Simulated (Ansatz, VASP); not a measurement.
# Two plane-wave programs on Al3Pd

```xyz
4
Lattice="3.9469 0.0000 0.0000 0.0000 3.9469 0.0000 0.0000 0.0000 3.9469" Properties=species:S:1:pos:R:3 pbc="T T T"
Al    0.0000    1.9735    1.9735
Al    1.9735    0.0000    1.9735
Al    1.9735    1.9735    0.0000
Pd    0.0000    0.0000    0.0000
```

Alike in both runs: task single point; functional PBE; k mesh 5 × 5 × 5; occupations gaussian, width 0.01 eV; no spin polarisation.

```csv
,VASP,Ansatz
version,VASP 6.6.1,Ansatz 0.2.0
potentials or method,"VASP PAW PBE potentials, release 64 (Al, Pd), cutoff 500 eV","scalar-relativistic, plane waves, PAW"
valence electrons in the cell,19,27
```

```csv
,VASP,Ansatz,Ansatz less VASP
gap on the k mesh at the Fermi level (eV),none,none,-
pressure (GPa),1.3,1.3,-0.01
```

A gap of «none» marks a metal or a gap that the smearing closes. VASP's potentials hold 19 valence electrons a cell and Ansatz's 27, so a difference there can come from the potentials and not from the codes.
